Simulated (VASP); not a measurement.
# Al9H in VASP: notebook

Runs on Al9H. Level: PBE. Tasks: single point.

Everything below comes from runs of VASP 6.6.1. Logs are shortened: lines on timing, memory, paths and dates and some standing lists are left out, and cuts for length are marked.

## 1. The cell of the first run

The cell holds a slab with vacuum, 20 atoms: a = 5.707 Å, b = 9.806 Å, c = 22.790 Å, α = 90.00°, β = 90.00°, γ = 98.37°.

## 2. Single point, PBE

The input, INCAR:

```
SYSTEM = Al9H
PREC = Accurate ; ENCUT = 520
EDIFF = 1E-7 ; ISMEAR = 0
SIGMA = 0.1 ; LREAL = Auto
LASPH = .True. ; NELM = 100
ALGO = Normal ; ISIF = 2
LWAVE = .False. ; LCHARG = .False.
LDIPOL = .True. ; IDIPOL = 3
DIPOL = 0.5 0.5 0.297 ; GGA = PE
NBANDS = 44
```

The input, KPOINTS:

```
regular mesh
0
Gamma
  5 3 1
  0 0 0
```

The input, POSCAR:

```
Al9H
1.0
    5.7070863109      0.0000000000      0.0000000000
   -1.4267715777      9.7014842373      0.0000000000
    0.0000000000      0.0000000000     22.7903703632
Al H
18 2
Direct
    0.2662216041      0.0648864163      0.1755127247
    0.7662216041      0.0648864163      0.1755127247
    0.3354806058      0.3419224231      0.2192029853
    0.8354806058      0.3419224231      0.2192029853
    0.1493324061      0.5973296244      0.2279410374
    0.6493324061      0.5973296244      0.2279410374
    0.4631842064      0.8527368258      0.2366790895
    0.9631842064      0.8527368258      0.2366790895
    0.0319772084      0.1277109167      0.2808262503
    0.5319772084      0.1277109167      0.2808262503
    0.0997917590      0.4042231279      0.3301071124
    0.5997917590      0.4042231279      0.3301071124
    0.4144000530      0.6596656505      0.3369822082
    0.9144000530      0.6596656505      0.3369822082
    0.2263076920      0.9110819249      0.3449259127
    0.7263076920      0.9110819249      0.3449259127
    0.2962427236      0.1814071990      0.3857054635
    0.7962427236      0.1814071990      0.3857054635
    0.2441401852      0.9110819249      0.4335326809
    0.7084751988      0.9110819249      0.4335326809
```

Potentials or basis: VASP PAW PBE potentials, release 64 (Al, H).

Command:

```bash
cat potpaw_PBE.64/Al/POTCAR potpaw_PBE.64/H/POTCAR > POTCAR
mpirun -np 1 vasp_std > vasp.out
```

OUTCAR:

```text
SYSTEM = Al9H
   PREC = Accurate
   ENCUT = 520
   EDIFF = 1E-7
   ISMEAR = 0
   LREAL = Auto
   LASPH = .True.
   NELM = 100
   ISIF = 2
   GGA = PE

 ion  position               nearest neighbor table
   1  0.266  0.065  0.176-   2 2.85   2 2.85   9 2.86  10 2.86   7 2.87   8 2.87   3 2.87
   2  0.766  0.065  0.176-   1 2.85   1 2.85  10 2.86   9 2.86   8 2.87   7 2.87   4 2.87
   3  0.335  0.342  0.219-   4 2.85   4 2.85   6 2.87   5 2.87   1 2.87   9 2.89  10 2.89  12 2.96
                            11 2.97
   4  0.835  0.342  0.219-   3 2.85   3 2.85   5 2.87   6 2.87   2 2.87  10 2.89   9 2.89  11 2.96
                            12 2.97
   5  0.149  0.597  0.228-   6 2.85   6 2.85   4 2.87   3 2.87   7 2.87   8 2.87  13 2.93  14 2.93
                            11 2.99
   6  0.649  0.597  0.228-   5 2.85   5 2.85   3 2.87   4 2.87   8 2.87   7 2.87  14 2.93  13 2.93
                            12 2.99
   7  0.463  0.853  0.237-  10 2.85   8 2.85   8 2.85   1 2.87   5 2.87   2 2.87   6 2.87  16 2.90
                            15 2.91  13 2.96
   8  0.963  0.853  0.237-   9 2.85   7 2.85   7 2.85   2 2.87   6 2.87   1 2.87   5 2.87  15 2.90
                            16 2.91  14 2.96
   9  0.032  0.128  0.281-  18 2.83  17 2.83   8 2.85  10 2.85  10 2.85   1 2.86   2 2.86   3 2.89
                             4 2.89  11 2.91  15 2.93  16 2.93
  10  0.532  0.128  0.281-  17 2.83  18 2.83   7 2.85   9 2.85   9 2.85   2 2.86   1 2.86   4 2.89
                             3 2.89  12 2.91  16 2.93  15 2.93
  11  0.100  0.404  0.330-  12 2.85  12 2.85  14 2.86  13 2.87  18 2.88  17 2.89   9 2.91   4 2.96
                             3 2.97   5 2.99
  12  0.600  0.404  0.330-  11 2.85  11 2.85  13 2.86  14 2.87  17 2.88  18 2.89  10 2.91   3 2.96
                             4 2.97   6 2.99
  13  0.414  0.660  0.337-  16 2.83  15 2.83  14 2.85  14 2.85  12 2.86  11 2.87   5 2.93   6 2.93
                             7 2.96
  14  0.914  0.660  0.337-  15 2.83  16 2.83  13 2.85  13 2.85  11 2.86  12 2.87   6 2.93   5 2.93
                             8 2.96
  15  0.226  0.911  0.345-  19 2.02  17 2.78  14 2.83  13 2.83  16 2.85  16 2.85   8 2.90   7 2.91
                             9 2.93  10 2.93
  16  0.726  0.911  0.345-  20 2.02  18 2.78  13 2.83  14 2.83  15 2.85  15 2.85   7 2.90   8 2.91
                            10 2.93   9 2.93
  17  0.296  0.181  0.386-  15 2.78  10 2.83   9 2.83  18 2.85  18 2.85  12 2.88  11 2.89
  18  0.796  0.181  0.386-  16 2.78   9 2.83  10 2.83  17 2.85  17 2.85  11 2.88  12 2.89
  19  0.244  0.911  0.434-  15 2.02
  20  0.708  0.911  0.434-  16 2.02

  LATTYP: Found a simple monoclinic cell.
 ALAT       =     5.7070863109
 B/A-ratio  =     3.9933460126
 C/A-ratio  =     1.7181865164
 COS(beta)  =    -0.1455022476

  Lattice vectors:

 A1 = (   5.7070863109,   0.0000000000,   0.0000000000)
 A2 = (   0.0000000000,   0.0000000000, -22.7903703632)
 A3 = (  -1.4267715777,   9.7014842373,   0.0000000000)

Analysis of symmetry for initial positions (statically):
=====================================================================
 Subroutine PRICEL returns:
 Original cell was already a primitive cell.

 Routine SETGRP: Setting up the symmetry group for a
 simple monoclinic supercell.

 Subroutine GETGRP returns: Found  1 space group operations
 (whereof  1 operations were pure point group operations)
 out of a pool of  4 trial point group operations.

The static configuration has the point symmetry C_1 .

Analysis of symmetry for dynamics (positions and initial velocities):
=====================================================================
 Subroutine PRICEL returns:
 Original cell was already a primitive cell.

 Routine SETGRP: Setting up the symmetry group for a
 simple monoclinic supercell.

 Subroutine GETGRP returns: Found  1 space group operations
 (whereof  1 operations were pure point group operations)
 out of a pool of  4 trial point group operations.

The dynamic configuration has the point symmetry C_1 .

 Subroutine INISYM returns: Found  1 space group operations
 (whereof  1 operations are pure point group operations),
 and found     1 'primitive' translations

----------------------------------------------------------------------------------------

                                     Primitive cell

  volume of cell :    1261.8392

  direct lattice vectors                    reciprocal lattice vectors
     5.707086311  0.000000000  0.000000000     0.175220760  0.025769253  0.000000000
    -1.426771578  9.701484237  0.000000000     0.000000000  0.103077011  0.000000000
     0.000000000  0.000000000 22.790370363     0.000000000  0.000000000  0.043878181

  length of vectors
     5.707086311  9.805838747 22.790370363     0.177105531  0.103077011  0.043878181

  position of ions in fractional coordinates (direct lattice)
     0.266221604  0.064886416  0.175512725
     0.766221604  0.064886416  0.175512725
     0.335480606  0.341922423  0.219202985
     0.835480606  0.341922423  0.219202985
     0.149332406  0.597329624  0.227941037
     0.649332406  0.597329624  0.227941037
[... 12 lines left out ...]
     0.244140185  0.911081925  0.433532681
     0.708475199  0.911081925  0.433532681

  ion indices of the primitive-cell ions
   primitive index   ion index
                 1           1
                 2           2
                 3           3
                 4           4
                 5           5
                 6           6
[... 12 lines left out ...]
                19          19
                20          20

----------------------------------------------------------------------------------------

 KPOINTS: regular mesh

Automatic generation of k-mesh.
 Grid dimensions read from file:
 generate k-points for:    5    3    1

 Generating k-lattice:

  Cartesian coordinates                     Fractional coordinates (reciprocal lattice)
     0.035044152  0.005153851  0.000000000     0.200000000  0.000000000  0.000000000
     0.000000000  0.034359004  0.000000000     0.000000000  0.333333333  0.000000000
     0.000000000  0.000000000  0.043878181     0.000000000  0.000000000  1.000000000

  Length of vectors
     0.035421106  0.034359004  0.043878181

  Shift w.r.t. Gamma in fractional coordinates (k-lattice)
     0.000000000  0.000000000  0.000000000

 Subroutine IBZKPT returns following result:
 ===========================================

 Found      8 irreducible k-points:

 Following reciprocal coordinates:
            Coordinates               Weight
  0.000000  0.000000  0.000000      1.000000
  0.200000  0.000000  0.000000      2.000000
  0.400000  0.000000  0.000000      2.000000
  0.000000  0.333333  0.000000      2.000000
  0.200000  0.333333  0.000000      2.000000
  0.400000  0.333333  0.000000      2.000000
 -0.400000  0.333333  0.000000      2.000000
 -0.200000  0.333333  0.000000      2.000000
   k-points           NKPTS =      8   k-points in BZ     NKDIM =      8   number of bands    NBANDS=     44
   number of dos      NEDOS =    301   number of ions     NIONS =     20
   total plane-waves  NPLWV = 604800
   dimension x,y,z NGX =    42 NGY =   80 NGZ =  180
   dimension x,y,z NGXF=    84 NGYF=  160 NGZF=  360
   ions per type =              18   2
   NGX,Y,Z   is equivalent  to a cutoff of  12.23, 13.56, 13.13 a.u.
   NGXF,Y,Z  is equivalent  to a cutoff of  24.47, 27.13, 26.26 a.u.
 SYSTEM =  Al9H
   PREC   = accura    normal or accurate (medium, high low for compatibility)
   ISTART =      0    job   : 0-new  1-cont  2-samecut
   ICHARG =      2    charge: 1-file 2-atom 10-const
   ISPIN  =      1    spin polarized calculation?
   LNONCOLLINEAR =      F non collinear calculations
   LSORBIT =      F    spin-orbit coupling
   LASPH  =      T    aspherical Exc in radial PAW
   ENCUT  =  520.0 eV  38.22 Ry    6.18 a.u.  10.61 18.23 42.37*2*pi/ulx,y,z
   NELM   =    100;   NELMIN=  2; NELMDL= -5     # of ELM steps
   EDIFF  = 0.1E-06   stopping-criterion for ELM
   LREAL  =      T    real-space projection
   EDIFFG = 0.1E-05   stopping-criterion for IOM
   NSW    =      0    number of steps for IOM
   IBRION =     -1    ionic relax: 0-MD 1-quasi-New 2-CG
   NFREE  =      0    steps in history (QN), initial steepest desc. (CG)
   ISIF   =      2    stress and relaxation
   ISYM   =      2    0-nonsym 1-usesym 2-fastsym
   POTIM  = 0.5000    time-step for ionic-motion
   TEBEG  =    0.0;   TEEND  =   0.0 temperature during run
   PSTRESS=    0.0 pullay stress
   NELECT =      56.0000    total number of electrons
   NUPDOWN=      -1.0000    fix difference up-down
   EMIN   =  10.00;   EMAX   =-10.00  energy-range for DOS
   EFERMI =   0.00;   METHOD = LEGACY
   ISMEAR =     0;   SIGMA  =   0.10  broadening in eV -4-tet -1-fermi 0-gaus
   EFERMI_NEDOS =   21; number of points for ismear=-14 and -15
   IALGO  =     38    algorithm
   IMIX   =      4    mixing-type and parameters
     AMIX     =   0.40;   BMIX     =  1.00
     AMIX_MAG =   1.60;   BMIX_MAG =  1.00
  volume/ion in A,a.u.               =      63.09       425.77
  Fermi-wavevector in a.u.,A,eV,Ry     =   0.579610  1.095305  4.570853  0.335948
  Thomas-Fermi vector in A             =   1.623387
   LORBIT       =      0    0 simple, 1 ext, 2 COOP (PROOUT), +10 PAW based schemes
   GGA     = PE    functional components
   LHFCALC =     F    Hartree Fock is set to
   AEXX    =    0.0000 exact exchange contribution
   IVDW    =     0    specifies the selected vdW correction
   LEPSILON=     F    determine dielectric tensor
   LRPA    =     F    only Hartree local field effects (RPA)
 non-spin polarized calculation
 Gauss-broadening in eV      SIGMA  =   0.10
  energy-cutoff  :      520.00
  volume of cell :     1261.84
 maximum number of plane-waves:     34010
   NGX = 21   NGY = 37   NGZ = 85

 dipolmoment           0.000000      0.000000     -0.124443 electrons x Angstroem

 number of electron      56.0000001 magnetization

 dipolmoment           0.000000      0.000000      0.155262 electrons x Angstroem

 Free energy of the ion-electron system (eV)
  ---------------------------------------------------
  ext. energy  EPLUGINS =         0.00000000
  ---------------------------------------------------
  free energy    TOTEN  =       -66.26340399 eV

  energy without entropy =      -66.22339840  energy(sigma->0) =      -66.24340120

 E-fermi :  -1.3930     XC(G=0):  -3.3674

 val. band max:       -1.4278628435   @ k =   0.0000   0.3333   0.0000
 cond. band min:      -1.3729349673   @ k =   0.2000   0.3333   0.0000
 fundamental gap:      0.0549278762
 Fermi energy:        -1.3930458914

 k-point     1 :       0.0000    0.0000    0.0000
  band No.  band energies     occupation
      1     -11.4675      2.00000
      2      -9.9031      2.00000
      3      -9.8103      2.00000
      4      -9.2303      2.00000
      5      -7.3933      2.00000
      6      -7.3153      2.00000
[... 32 lines left out ...]
     39       0.7001      0.00000
     40       0.7054      0.00000

 k-point     2 :       0.2000    0.0000    0.0000
  band No.  band energies     occupation
      1     -11.2833      2.00000
      2      -9.8319      2.00000
      3      -9.5160      2.00000
      4      -9.0497      2.00000
      5      -8.5505      2.00000
      6      -7.5547      2.00000
[... 247 lines left out ...]
     39       0.7491      0.00000
     40       1.0862      0.00000

 k-point     8 :      -0.2000    0.3333    0.0000
  band No.  band energies     occupation
      1     -11.1809      2.00000
      2     -10.4023      2.00000
      3      -9.0055      2.00000
      4      -8.6951      2.00000
      5      -8.3849      2.00000
      6      -7.9849      2.00000
[... 32 lines left out ...]
     39       0.7460      0.00000
     40       0.9142      0.00000
 [bands above 40 left out]

------------------------ aborting loop because EDIFF is reached ----------------------------------------

 vacuum level on the upper side and lower side of the slab       (xc-potential included)         0.215        -0.280

  FORCE on cell =-STRESS in cart. coord.  units (eV):
  Direction    XX          YY          ZZ          XY          YZ          ZX
  --------------------------------------------------------------------------------------
  -------------------------------------------------------------------------------------
  Total      -12.4003994    -10.0939344     -7.8049435     -0.0096894      1.5298359     -0.0290070
  in kB      -15.7449850    -12.8164295     -9.9100613     -0.0123028      1.9424571     -0.0368307
  external PRESSURE =     -12.8238253 kB  Pullay stress =       0.0000000 kB

 VOLUME and BASIS-vectors are now :
 -----------------------------------------------------------------------------
  energy-cutoff  :      520.00
  volume of cell :     1261.84
      direct lattice vectors                 reciprocal lattice vectors
     5.707086311  0.000000000  0.000000000     0.175220760  0.025769253  0.000000000
    -1.426771578  9.701484237  0.000000000     0.000000000  0.103077011  0.000000000
     0.000000000  0.000000000 22.790370363     0.000000000  0.000000000  0.043878181

 POSITION                                       TOTAL-FORCE (eV/Angst)
 -----------------------------------------------------------------------------------
      1.42677      0.62949      4.00000        -0.000959      0.100588      0.138742
      4.28031      0.62949      4.00000        -0.002452      0.094357      0.141006
      1.42677      3.31715      4.99572         0.005623      0.168957      0.046492
      4.28031      3.31715      4.99572         0.015122      0.179592      0.049071
      0.00000      5.79498      5.19486        -0.011208     -0.121609     -0.026081
      2.85354      5.79498      5.19486         0.005001     -0.123437     -0.021917
[... 12 lines left out ...]
      0.09342      8.83885      9.88037        -0.114218      0.333996     -1.760684
      2.74342      8.83885      9.88037         0.116022      0.333027     -1.759396
 -----------------------------------------------------------------------------------
    total drift:                               -0.007922     -0.032332     -0.006980

  FREE ENERGIE OF THE ION-ELECTRON SYSTEM (eV)
  ---------------------------------------------------
  free  energy   TOTEN  =       -66.2634039939 eV

  energy  without entropy=      -66.2233984015  energy(sigma->0) =      -66.24340120

 vacuum level on the upper side and lower side of the slab         3.248         2.741
```

Wall time 14 min (1 thread of Intel Xeon 6975P-C (Granite Rapids), shared host); peak memory 1.2 GiB.

Results:

| Property | Result |
| --- | --- |
| Free energy | -66.2634 eV |
| Largest force | 1.796 eV/Å |
| Band gap on the k mesh | zero (bands 28 and 29 overlap by 0.75 eV) |

Forces in eV/Å, atoms in the order of the input:
```
Al  -0.001  0.101  0.139
Al  -0.002  0.094  0.141
Al   0.006  0.169  0.046
Al   0.015  0.180  0.049
Al  -0.011 -0.122 -0.026
Al   0.005 -0.123 -0.022
Al  -0.004 -0.152 -0.091
Al  -0.004 -0.156 -0.106
Al   0.000 -0.100  0.141
Al   0.002 -0.110  0.141
Al   0.006  0.065 -0.075
Al   0.013  0.077 -0.070
Al  -0.013 -0.185 -0.070
Al  -0.011 -0.163 -0.075
Al   0.045 -0.240  1.460
Al  -0.034 -0.237  1.465
Al  -0.011  0.117  0.241
Al  -0.003  0.118  0.233
H   -0.114  0.334 -1.761
H    0.116  0.333 -1.759
```

Levels at points of the mesh, in eV from the Fermi level:
| k point | band 25 | band 26 | band 27 | band 28 | band 29 | band 30 | band 31 | band 32 |
| --- | --- | --- | --- | --- | --- | --- | --- | --- |
| (0.00, 0.00, 0.00) | -1.33 | -0.99 | -0.86 | -0.60 | -0.54 | 0.08 | 0.24 | 0.56 |

## 3. Single point, PBE

The input, INCAR:

```
SYSTEM = Al9H
ALGO = Normal
DIPOL = 0.5 0.5 0.296
EDIFF = 1E-6
ENCUT = 520
GGA = PE
IDIPOL = 3
ISIF = 2
ISMEAR = 0
LASPH = .TRUE.
LCHARG = .FALSE.
LDIPOL = .TRUE.
LREAL = Auto
LWAVE = .FALSE.
NBANDS = 44
NELM = 100
PREC = Accurate
SIGMA = 0.1
```

The input, KPOINTS:

```
k-points
0
G
  5 3 1
  0 0 0
```

Edit POSCAR of step 2 so:

```diff
@@ -26,3 +26,3 @@
     0.7962427236      0.1814071990      0.3857054635
-    0.2441401852      0.9110819249      0.4335326809
-    0.7084751988      0.9110819249      0.4335326809
+    0.4193609451      0.9110819249      0.4194916630
+    0.5332544390      0.9110819249      0.4194916630
```

Potentials or basis: VASP PAW PBE potentials, release 64 (Al, H).

Command:

```bash
cat potpaw_PBE.64/Al/POTCAR potpaw_PBE.64/H/POTCAR > POTCAR
mpirun -np 1 vasp_std > vasp.out
```

Wall time 19 min (1 thread of Intel Xeon Platinum 8259CL at 2.50GHz (Skylake/Cascade Lake), shared host); peak memory 1.2 GiB.

Results (log left out):

```
Free energy            : -66.8124 eV
Largest force          : 5.849 eV/Å
Band gap on the k mesh : zero (bands 28 and 29 overlap by 0.73 eV)
```

Forces in eV/Å, atoms in the order of the input:
```
Al  -0.085  0.169  0.055
Al   0.077  0.137  0.072
Al  -0.071  0.071  0.040
Al   0.091  0.089  0.018
Al  -0.018 -0.070  0.026
Al   0.004 -0.097  0.000
Al  -0.022 -0.116 -0.127
Al   0.020 -0.131 -0.132
Al  -0.023  0.043  0.003
Al   0.020 -0.012  0.086
Al  -0.028 -0.067 -0.029
Al   0.032  0.000 -0.025
Al  -0.050 -0.175 -0.121
Al   0.034 -0.002  0.011
Al  -0.723 -0.045 -0.667
Al   0.724  0.030 -0.656
Al  -0.098  0.141 -0.008
Al   0.095  0.103  0.014
H   -5.782 -0.054  0.709
H    5.803 -0.016  0.729
```

Levels at points of the mesh, in eV from the Fermi level:
| k point | band 24 | band 25 | band 26 | band 27 | band 28 | band 29 | band 30 | band 31 | band 32 | band 33 |
| --- | --- | --- | --- | --- | --- | --- | --- | --- | --- | --- |
| (0.00, 0.00, 0.00) | -1.45 | -1.12 | -0.95 | -0.79 | -0.64 | -0.56 | -0.43 | 0.24 | 0.95 | 1.19 |

## 4. Single point, PBE

The input, INCAR:

```
SYSTEM = Al9H
PREC = Accurate
ENCUT = 520
EDIFF = 1E-6
ISMEAR = 0
SIGMA = 0.1
LREAL = Auto
LASPH = .TRUE.
NELM = 60
ALGO = Normal
ISIF = 2
LWAVE = .FALSE.
LCHARG = .FALSE.
LDIPOL = .TRUE.
IDIPOL = 3
DIPOL = 0.5 0.5 0.299
GGA = PE
NBANDS = 44
```

The input, KPOINTS:

```
Automatic mesh
0
G
  5 3 1
  0 0 0
```

Edit POSCAR of step 3 so:

```diff
@@ -26,3 +26,3 @@
     0.7962427236      0.1814071990      0.3857054635
-    0.4193609451      0.9110819249      0.4194916630
-    0.5332544390      0.9110819249      0.4194916630
+    0.4193609451      0.9110819249      0.4475736989
+    0.5332544390      0.9110819249      0.4475736989
```

Command:

```bash
cat potpaw_PBE.64/Al/POTCAR potpaw_PBE.64/H/POTCAR > POTCAR
mpirun -np 1 vasp_std > vasp.out
```

Wall time 21 min (1 thread of Intel Xeon Platinum 8259CL at 2.50GHz (Skylake/Cascade Lake), shared host); peak memory 1.2 GiB.

It converged, with:

- Free energy: -67.4667 eV
- Largest force: 5.032 eV/Å
- Band gap on the k mesh: zero (bands 28 and 29 overlap by 0.74 eV)

Forces on the atoms (eV/Å):
```
Al  -0.075  0.160  0.042
Al   0.065  0.148  0.051
Al  -0.034  0.052  0.052
Al   0.049  0.065  0.042
Al   0.008 -0.060  0.030
Al  -0.014 -0.079  0.018
Al  -0.017 -0.133 -0.161
Al   0.020 -0.114 -0.113
Al  -0.010  0.029 -0.003
Al   0.009  0.022  0.011
Al  -0.008 -0.035 -0.009
Al   0.014 -0.004 -0.019
Al  -0.024 -0.029 -0.038
Al   0.013  0.002  0.001
Al  -0.212 -0.027 -0.257
Al   0.208  0.016 -0.251
Al  -0.056  0.077 -0.043
Al   0.057  0.043 -0.024
H   -5.014 -0.073  0.332
H    5.020 -0.060  0.338
```

Levels at points of the mesh, in eV from the Fermi level:
| k point | band 25 | band 26 | band 27 | band 28 | band 29 | band 30 | band 31 | band 32 |
| --- | --- | --- | --- | --- | --- | --- | --- | --- |
| (0.00, 0.00, 0.00) | -1.09 | -1.00 | -0.94 | -0.63 | -0.58 | -0.35 | 0.13 | 0.88 |

## 5. Summary

| cell | gap on the mesh (eV) | largest force (eV/Å) |
| --- | --- | --- |
| as given, atomic positions A | none | 1.80 |
| as given, atomic positions B | none | 5.85 |
| as given, atomic positions C | none | 5.03 |

Alike in all rows: task single point; level PBE; potentials or basis VASP PAW PBE potentials, release 64 (Al, H); no spin polarisation; k mesh 5 × 3 × 1; cutoff (eV) 520; smearing gaussian 0.1 eV.

Absolute energies hang on the potentials; compare differences alone.

The gap in the log of VASP goes by the Fermi energy; the results here count the filled bands.